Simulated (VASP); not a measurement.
# HfN (R-3m) in VASP: further runs

Runs on HfN. Level: PBEsol. Tasks: single point.

All numbers are computed with VASP 6.6.1; they aren't measurements. Logs are shortened: lines on timing, memory, paths and dates and some standing lists are left out, and cuts for length are marked.

## Step 1: The cell of the first run

It takes space group R-3m (No. 166, trigonal). Conventional cell: a = 3.227 Å, b = 3.227 Å, c = 7.669 Å, α = 90.00°, β = 90.00°, γ = 120.00°. Within 3.0 Å of Hf (site symmetry -3m) lie 6 N at 2.26 Å. N (site symmetry -3m) has 6 Hf at 2.26 Å within 3.0 Å.

## Step 2: Single point, PBEsol (equal xy, yz and zx shear strains of -2 %)

File INCAR:

```
ALGO = Normal ; EDIFF = 1E-6
ENCUT = 520 ; GGA = PS
ISIF = 2 ; ISMEAR = -1
LASPH = True ; LCHARG = False
LREAL = False ; LWAVE = False
NBANDS = 14 ; NELM = 100
PREC = Accurate ; SIGMA = 0.01
```

File KPOINTS:

```
k-points
0
Gamma
  10 10 10
```

File POSCAR:

```
HfN
1.0
   -0.0451800000      2.2364100000      2.2364100000
    2.2364100000     -0.0451800000      2.2364100000
    2.2364100000      2.2364100000     -0.0451800000
Hf N
1 1
Direct
    0.0000000000      0.0000000000      0.0000000000
    0.5000000000      0.5000000000      0.5000000000
```

Potentials or basis: VASP PAW PBE potentials, release 64 (Hf_pv, N).

On the command line:

```console
cat potpaw_PBE.64/Hf_pv/POTCAR potpaw_PBE.64/N/POTCAR > POTCAR
mpirun -np 1 vasp_std > vasp.out
```

OUTCAR:

```text
EDIFF = 1E-6
   ENCUT = 520
   GGA = PS
   ISIF = 2
   ISMEAR = -1
   LASPH = True
   LREAL = False
   NELM = 100
   PREC = Accurate

 ion  position               nearest neighbor table
   1  0.000  0.000  0.000-   2 2.26   2 2.26   2 2.26   2 2.26   2 2.26   2 2.26
   2  0.500  0.500  0.500-   1 2.26   1 2.26   1 2.26   1 2.26   1 2.26   1 2.26

  LATTYP: Found a trigonal (rhomboedric) cell.
 ALAT       =     3.1630840344
 COS(alpha) =     0.4797000918

  Lattice vectors:

 A1 = (  -0.0451800000,   2.2364100000,   2.2364100000)
 A2 = (   2.2364100000,  -0.0451800000,   2.2364100000)
 A3 = (   2.2364100000,   2.2364100000,  -0.0451800000)

Analysis of symmetry for initial positions (statically):
=====================================================================
 Subroutine PRICEL returns:
 Original cell was already a primitive cell.

 Routine SETGRP: Setting up the symmetry group for a
 trigonal (rhombohedral) supercell.

 Subroutine GETGRP returns: Found 12 space group operations
 (whereof 12 operations were pure point group operations)
 out of a pool of 12 trial point group operations.

The static configuration has the point symmetry D_3d.

Analysis of symmetry for dynamics (positions and initial velocities):
=====================================================================
 Subroutine PRICEL returns:
 Original cell was already a primitive cell.

 Routine SETGRP: Setting up the symmetry group for a
 trigonal (rhombohedral) supercell.

 Subroutine GETGRP returns: Found 12 space group operations
 (whereof 12 operations were pure point group operations)
 out of a pool of 12 trial point group operations.

The dynamic configuration has the point symmetry D_3d.

 Subroutine INISYM returns: Found 12 space group operations
 (whereof 12 operations are pure point group operations),
 and found     1 'primitive' translations

----------------------------------------------------------------------------------------

                                     Primitive cell

  volume of cell :      23.0488

  direct lattice vectors                    reciprocal lattice vectors
    -0.045180000  2.236410000  2.236410000    -0.216909243  0.221381598  0.221381598
     2.236410000 -0.045180000  2.236410000     0.221381598 -0.216909243  0.221381598
     2.236410000  2.236410000 -0.045180000     0.221381598  0.221381598 -0.216909243

  length of vectors
     3.163084034  3.163084034  3.163084034     0.380879566  0.380879566  0.380879566

  position of ions in fractional coordinates (direct lattice)
     0.000000000  0.000000000  0.000000000
     0.500000000  0.500000000  0.500000000
[... 83 lines left out ...]
   ISIF   =      2    stress and relaxation
   ISYM   =      2    0-nonsym 1-usesym 2-fastsym
   POTIM  = 0.5000    time-step for ionic-motion
   TEBEG  =    0.0;   TEEND  =   0.0 temperature during run
   PSTRESS=    0.0 pullay stress
   NELECT =      15.0000    total number of electrons
   NUPDOWN=      -1.0000    fix difference up-down
   EMIN   =  10.00;   EMAX   =-10.00  energy-range for DOS
   EFERMI =   0.00;   METHOD = LEGACY
   ISMEAR =    -1;   SIGMA  =   0.01  broadening in eV -4-tet -1-fermi 0-gaus
   EFERMI_NEDOS =   21; number of points for ismear=-14 and -15
   IALGO  =     38    algorithm
   IMIX   =      4    mixing-type and parameters
     AMIX     =   0.40;   BMIX     =  1.00
     AMIX_MAG =   1.60;   BMIX_MAG =  1.00
  volume/ion in A,a.u.               =      11.52        77.77
  Fermi-wavevector in a.u.,A,eV,Ry     =   1.418696  2.680947 27.384432  2.012699
  Thomas-Fermi vector in A             =   2.539795
   LORBIT       =      0    0 simple, 1 ext, 2 COOP (PROOUT), +10 PAW based schemes
   GGA     = PS    functional components
   LHFCALC =     F    Hartree Fock is set to
   AEXX    =    0.0000 exact exchange contribution
   IVDW    =     0    specifies the selected vdW correction
   LEPSILON=     F    determine dielectric tensor
   LRPA    =     F    only Hartree local field effects (RPA)
 non-spin polarized calculation
  energy-cutoff  :      520.00
  volume of cell :       23.05
 maximum number of plane-waves:       632
   NGX = 11   NGY = 11   NGZ = 11

 number of electron      15.0000001 magnetization

 Free energy of the ion-electron system (eV)
  ---------------------------------------------------
  ext. energy  EPLUGINS =         0.00000000
  ---------------------------------------------------
  free energy    TOTEN  =       -22.97082378 eV

  energy without entropy =      -22.97051974  energy(sigma->0) =      -22.97067176

 E-fermi :   8.2465     XC(G=0): -12.8953

 val. band max:        8.2443300046   @ k =   0.2000   0.1000   0.1000
 cond. band min:       8.2519905006   @ k =  -0.4000   0.4000   0.2000
 fundamental gap:      0.0076604960
 Fermi energy:         8.2464598201

 k-point     1 :       0.0000    0.0000    0.0000
  band No.  band energies     occupation
      1     -22.8657      2.00000
      2     -22.8657      2.00000
      3     -22.8320      2.00000
      4      -9.2398      2.00000
      5       5.1664      2.00000
      6       5.1664      2.00000
      7       5.3230      2.00000
      8       7.6641      2.00000
      9       7.6641      2.00000
     10       8.1152      2.00000
     11      10.0625      0.00000
     12      10.1628      0.00000
     13      10.1628      0.00000
     14      17.7535      0.00000
[... 377 lines left out ...]
      1     -23.5422      2.00000
      2     -23.1367      2.00000
      3     -23.0719      2.00000
      4      -7.8165      2.00000
      5       1.5984      2.00000
      6       3.5575      2.00000
      7       4.1881      2.00000
      8       5.6880      2.00000
      9      12.2674      0.00000
     10      12.7458      0.00000
     11      12.9270      0.00000
     12      13.0853      0.00000
     13      17.3565      0.00000
     14      19.4525      0.00000

 [... further k-points ...]
[... 5 lines left out ...]
  --------------------------------------------------------------------------------------
  -------------------------------------------------------------------------------------
  Total       -0.7351881     -0.7351881     -0.7351881      0.3304841      0.3304841      0.3304841
  in kB      -51.1047815    -51.1047815    -51.1047815     22.9727819     22.9727819     22.9727819
  external PRESSURE =     -51.1047815 kB  Pullay stress =       0.0000000 kB

 VOLUME and BASIS-vectors are now :
 -----------------------------------------------------------------------------
  energy-cutoff  :      520.00
  volume of cell :       23.05
      direct lattice vectors                 reciprocal lattice vectors
    -0.045180000  2.236410000  2.236410000    -0.216909243  0.221381598  0.221381598
     2.236410000 -0.045180000  2.236410000     0.221381598 -0.216909243  0.221381598
     2.236410000  2.236410000 -0.045180000     0.221381598  0.221381598 -0.216909243

 POSITION                                       TOTAL-FORCE (eV/Angst)
 -----------------------------------------------------------------------------------
      0.00000      0.00000      0.00000        -0.000000      0.000000     -0.000000
      2.21382      2.21382      2.21382         0.000000     -0.000000      0.000000
 -----------------------------------------------------------------------------------
    total drift:                                0.000000     -0.000000     -0.000000

  FREE ENERGIE OF THE ION-ELECTRON SYSTEM (eV)
  ---------------------------------------------------
  free  energy   TOTEN  =       -22.9708237830 eV

  energy  without entropy=      -22.9705197449  energy(sigma->0) =      -22.97067176
```

stdout:

```text
POSCAR found type information on POSCAR HfN
 POSCAR found :  2 types and       2 ions
 scaLAPACK will be used
 -----------------------------------------------------------------------------
|                                                                             |
|                                                                             |
|     You enforced a specific xc type in the INCAR file but a different       |
|     I HOPE YOU KNOW WHAT YOU ARE DOING!                                     |
|                                                                             |
 -----------------------------------------------------------------------------

 LDA part: xc-table for (Slater+PW92), standard interpolation
 POSCAR, INCAR and KPOINTS ok, starting setup
 FFT: planning ... GRIDC
 FFT: planning ... GRID_SOFT
 FFT: planning ... GRID
 WAVECAR not read
 entering main loop
```

Wall time 9.8 s (1 thread of Intel Xeon 6975P-C (Granite Rapids), shared host); peak memory 0.16 GiB.

Results:

```yaml
Free_energy: -22.9708 eV
Pressure: -5.1 GPa
```

Caveat: the cell differs from its parent crystal (equal xy, yz and zx shear strains of -2 %); the PAW data sets were made with another functional, which shifts forces and pressure a little; spin-orbit coupling is left out, which moves the levels of the heavy elements.

## Step 3: Single point, PBEsol (equal xy, yz and zx shear strains of +2 %)

File INCAR:

```
PREC     = Accurate       # precision mode
ENCUT    = 520            # plane-wave cutoff, eV
EDIFF    = 1E-6           # SCF threshold, eV
ISMEAR   = -1             # smearing method
SIGMA    = 0.01           # smearing width, eV
LREAL    = F              # projectors in reciprocal space
LASPH    = T              # aspherical terms in the spheres
NELM     = 100            # most SCF steps
ALGO     = Normal         # electronic algorithm
ISIF     = 2              # what is computed and relaxed
LWAVE    = F              # write WAVECAR
LCHARG   = F              # write CHGCAR
GGA      = PS             # functional
NBANDS   = 14             # bands
```

File KPOINTS:

```
Automatic mesh
0
Gamma
  10 10 10
```

File POSCAR:

```
HfN
1.0
    0.0451800000      2.2815900000      2.2815900000
    2.2815900000      0.0451800000      2.2815900000
    2.2815900000      2.2815900000      0.0451800000
Hf N
1 1
Direct
    0.0000000000      0.0000000000      0.0000000000
    0.5000000000      0.5000000000      0.5000000000
```

Potentials or basis: VASP PAW PBE potentials, release 64 (Hf_pv, N).

On the command line:

```console
cat potpaw_PBE.64/Hf_pv/POTCAR potpaw_PBE.64/N/POTCAR > POTCAR
mpirun -np 1 vasp_std > vasp.out
```

Run time: 9.7 s. Hardware: 1 thread of Intel Xeon 6975P-C (Granite Rapids), shared host; peak memory 0.17 GiB.

Results (log left out):

* Free energy: -22.9705 eV
* Pressure: -5.1 GPa

Stress tensor (GPa, compression positive):
```
-5.08 -1.99 -1.99
-1.99 -5.08 -1.99
-1.99 -1.99 -5.08
```

Levels at points of the mesh, in eV from the Fermi level:
```
           k point  band 3  band 4  band 5  band 6  band 7  band 8  band 9  band 10  band 11  band 12
(0.00, 0.00, 0.00)  -31.10  -17.49   -3.14   -2.98   -2.98   -0.76   -0.28    -0.28     1.80     1.91
(0.50, 0.00, 0.00)  -31.21  -14.70   -8.94   -6.42   -6.14    3.00    3.77     3.96     4.33     8.82
(0.50, 0.50, 0.00)  -31.40  -16.37   -5.44   -3.90   -3.78   -3.63    4.02     5.36     5.51     5.66
(0.50, 0.50, 0.50)  -31.17  -14.76   -8.99   -6.05   -6.05    3.12    3.48     3.48     4.46     8.66
```

Caveat: the cell differs from its parent crystal (equal xy, yz and zx shear strains of +2 %); the PAW data sets were made with another functional, which shifts forces and pressure a little; spin-orbit coupling is left out, which moves the levels of the heavy elements.

## Step 4: Single point, PBEsol (equal xy, yz and zx shear strains of -1 %)

File INCAR:

```
PREC     = Accurate       # precision mode
ENCUT    = 520            # plane-wave cutoff, eV
EDIFF    = 1E-7           # SCF threshold, eV
ISMEAR   = -1             # smearing method
SIGMA    = 0.01           # smearing width, eV
LREAL    = False          # projectors in reciprocal space
LASPH    = True           # aspherical terms in the spheres
NELM     = 100            # most SCF steps
ALGO     = Normal         # electronic algorithm
ISIF     = 2              # what is computed and relaxed
LWAVE    = False          # write WAVECAR
LCHARG   = True           # write CHGCAR
GGA      = PS             # functional
LELF     = True           # ELF
LVHAR    = True         
NBANDS   = 14             # bands
```

KPOINTS is that of step 3.

File POSCAR:

```
HfN
1.0
   -0.0225900000      2.2477050000      2.2477050000
    2.2477050000     -0.0225900000      2.2477050000
    2.2477050000      2.2477050000     -0.0225900000
Hf N
1 1
Direct
    0.0000000000      0.0000000000      0.0000000000
    0.5000000000      0.5000000000      0.5000000000
```

On the command line:

```console
cat potpaw_PBE.64/Hf_pv/POTCAR potpaw_PBE.64/N/POTCAR > POTCAR
mpirun -np 1 vasp_std > vasp.out
```

Run time: 11 s. Hardware: 1 thread of Intel Xeon 6975P-C (Granite Rapids), shared host; peak memory 0.16 GiB.

It converged, with:

```yaml
Free_energy: -22.9774 eV
Pressure: -5.2 GPa
```

Stress tensor (GPa, compression positive):
```
-5.16  0.82  0.82
 0.82 -5.16  0.82
 0.82  0.82 -5.16
```

Levels at points of the mesh, in eV from the Fermi level:
| k point | band 4 | band 5 | band 6 | band 7 | band 8 | band 9 | band 10 | band 11 |
| --- | --- | --- | --- | --- | --- | --- | --- | --- |
| (0.00, 0.00, 0.00) | -17.49 | -3.06 | -3.06 | -2.98 | -0.49 | -0.49 | -0.26 | 1.78 |
| (0.50, 0.00, 0.00) | -14.72 | -8.96 | -6.26 | -6.12 | 3.17 | 3.52 | 3.82 | 4.38 |
| (0.50, 0.50, 0.00) | -16.37 | -5.44 | -3.89 | -3.74 | -3.67 | 4.04 | 5.44 | 5.52 |
| (0.50, 0.50, 0.50) | -14.69 | -8.93 | -6.31 | -6.31 | 3.30 | 3.76 | 3.76 | 4.32 |

Caveat: the cell differs from its parent crystal (equal xy, yz and zx shear strains of -1 %); the PAW data sets were made with another functional, which shifts forces and pressure a little; spin-orbit coupling is left out, which moves the levels of the heavy elements.

## Step 5: The runs side by side

| cell | gap on the mesh (eV) | pressure (GPa) |
| --- | --- | --- |
| a = 3.163 Å, angles 61.3°, 2 atoms | none | -5.1 |
| a = 3.227 Å, angles 58.7°, 2 atoms | none | -5.1 |
| a = 3.179 Å, angles 60.7°, 2 atoms | none | -5.2 |

Alike in all rows: task single point; level PBEsol; potentials or basis VASP PAW PBE potentials, release 64 (Hf_pv, N); no spin polarisation; k mesh 10 × 10 × 10; cutoff (eV) 520; smearing fermi-dirac 0.01 eV.

Caveats: the PAW data sets were made with another functional, which shifts forces and pressure a little; spin-orbit coupling is left out, which moves the levels of the heavy elements.

Total energies depend on the potentials used, so only differences within one code and one set of settings carry meaning.
